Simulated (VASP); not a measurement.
Wanted: the native input for a VASP 6.6.1 run.

```yaml
Task: electric field gradients
Functional: PBEsol
Potentials_or_basis: VASP PAW PBE potentials, release 64 (Ta_pv, S)
Cutoff: 400 eV
k_mesh: 8 × 8 × 4
Occupations: fermi-dirac, width 0.02 eV
Spin: no spin polarisation
Dipole_correction: no
Further_INCAR_settings: ALGO = Normal; EDIFF = 1e-08; NBANDS = 18
```

The structure of TaS2 lies in POSCAR:

```
TaS2
1.0
    3.3165020994      0.0000000000      0.0000000000
   -1.6582510497      2.8721750698      0.0000000000
    0.0000000000      0.0000000000      5.8600000000
Ta S
1 2
Direct
    0.0000000000      0.0000000000      0.0000000000
    0.3333333333      0.6666666667      0.2500000000
    0.6666666667      0.3333333333      0.7500000000
```

This cell differs from its parent crystal: equal xx and yy strain of -1 %.

One way to write it, as run:

INCAR

```
SYSTEM = TaS2
PREC = Accurate
ENCUT = 400
EDIFF = 1E-8
ISMEAR = -1
SIGMA = 0.02
LREAL = .False.
LASPH = .True.
NELM = 120
ALGO = Normal
ISIF = 2
LWAVE = .False.
LCHARG = .False.
GGA = PS
LEFG = .True.
NBANDS = 18
GGA_COMPAT = .False.
```

KPOINTS

```
Automatic mesh
0
Gamma
  8 8 4
  0 0 0
```

Potentials or basis: VASP PAW PBE potentials, release 64 (Ta_pv, S).

Launch:

```bash
$ cat potpaw_PBE.64/Ta_pv/POTCAR potpaw_PBE.64/S/POTCAR > POTCAR
$ mpirun -np 1 vasp_std > vasp.out
```

Results of the run:

```yaml
Pressure: 7.7 GPa
Largest_force: 1.313 eV/Å
Band_gap_on_the_k_mesh: zero (an odd number of electrons rules out a gap without spin polarisation)
Largest_electric_field_gradient_by_atom: Ta -144.8; S -15.1 V/Å²
```

Caveat: the cell differs from its parent crystal (equal xx and yy strain of -1 %); the cell stands under pressure; without QUAD_EFG the Cq values of the log hold for a quadrupole moment of 1 mb, not for the nuclei; the PAW data sets were made with another functional, which shifts forces and pressure a little; spin-orbit coupling is left out, which moves the levels of the heavy elements; this functional lacks dispersion, which binds the layers, so the pressure and a relaxed spacing across them are unreliable.

It took 23 s on 1 thread of Intel(R) Xeon(R) Platinum 8375C CPU @ 2.90GHz (Ice Lake), on a shared host, peak memory 0.17 GiB.
